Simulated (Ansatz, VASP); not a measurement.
Hf in VASP and in Ansatz

INCAR

```
PREC = Accurate
ENCUT = 520
EDIFF = 1E-6
ISMEAR = -1
SIGMA = 0.1
LREAL = F
LASPH = T
NELM = 80
ALGO = Normal
ISIF = 2
LWAVE = F
LCHARG = T
GGA = RE
LELF = T
LVHAR = T
NBANDS = 11
```

File KPOINTS:

```
regular mesh
0
Gamma
  14 14 14
```

Contents of POSCAR:

```
Hf
1.0
   -1.7630161987      1.7630161987      1.7630161987
    1.7630161987     -1.7630161987      1.7630161987
    1.7630161987      1.7630161987     -1.7630161987
Hf
1
Direct
    0.0000000000      0.0000000000      0.0000000000
```

Input for Ansatz:

```yaml
crystal:
  lattice:
    - [-1.7630161987, 1.7630161987, 1.7630161987]
    - [1.7630161987, -1.7630161987, 1.7630161987]
    - [1.7630161987, 1.7630161987, -1.7630161987]
  atoms:
    - { symbol: Hf, position: [0.0, 0.0, 0.0] }
hamiltonian:
  xc: revpbe
  pseudopotentials:
    kind: paw
    azcp:
      Hf: "pseudopotentials/Hf.paw.azcp"
basis:
  ecutwfc: 420
  fft_grid_basis: typed
kpoints:
  mp_grid: { grid: [14, 14, 14], shift: [0, 0, 0] }
magnetization:
  spin_polarized: false
scf:
  occupations: { method: fermi_dirac, width: 0.1 }
  lower_state_search: "off"
output:
  stress: true
```

Alike in both runs: task single point; functional revPBE; k mesh 14 × 14 × 14; occupations fermi-dirac, width 0.1 eV; no spin polarisation.

```csv
,VASP,Ansatz
version,VASP 6.6.1,Ansatz 0.2.0
potentials or method,"VASP PAW PBE potentials, release 64 (Hf_pv), cutoff 520 eV","plane waves (420 eV) with PAW, scalar-relativistic"
valence electrons in the cell,10,26
```

|  | VASP | Ansatz | Ansatz less VASP |
| --- | --- | --- | --- |
| pressure (GPa) | 3.8 | 4.2 | +0.37 |

VASP's potentials were made for PBE, not for revPBE. With one functional, cell and mesh, what is left measures potentials, basis and numerics. VASP's potentials hold 10 valence electrons a cell and Ansatz's 26, so a difference there can come from the potentials and not from the codes.

Neither program's run includes spin-orbit coupling.
